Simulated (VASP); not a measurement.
Input of a VASP 6.6.1 run:

The input INCAR:

```
SYSTEM = TaN
PREC = Accurate ; ENCUT = 520
EDIFF = 1E-6 ; ISMEAR = 0
SIGMA = 0.15 ; LREAL = .FALSE.
LASPH = .TRUE. ; NELM = 60
ALGO = Normal ; ISIF = 2
LWAVE = .FALSE. ; LCHARG = .FALSE.
GGA = PS ; NBANDS = 15
```

Contents of KPOINTS:

```
regular mesh
0
G
  21 21 18
  0 0 0
```

File POSCAR:

```
TaN
1.0
    3.0023310700      0.0000000000      0.0000000000
   -1.5011655350      2.6000949772      0.0000000000
    0.0000000000      0.0000000000      2.8317986653
Ta N
1 1
Direct
    0.3333333333      0.6666666667      0.5000000000
    0.0000000000      0.0000000000      0.0000000000
```

Potentials or basis: VASP PAW PBE potentials, release 64 (Ta_pv, N).

Command:

```bash
$ cat potpaw_PBE.64/Ta_pv/POTCAR potpaw_PBE.64/N/POTCAR > POTCAR
$ mpirun -np 1 vasp_std > vasp.out
```

**Question.** Estimate the band gap on the k mesh.

**Answer.** Zero (band 8 reaches 8.25 eV, above the bottom of band 9 at 7.79 eV).

**Question.** Estimate the pressure.

**Answer.** -11.1 GPa.

Stress tensor (GPa, compression positive):
```
-18.81   0.00   0.00
  0.00 -18.81   0.00
  0.00   0.00   4.46
```

Caveat: the PAW data sets were made with another functional, which shifts forces and pressure a little; spin-orbit coupling is left out, which moves the levels of the heavy elements.
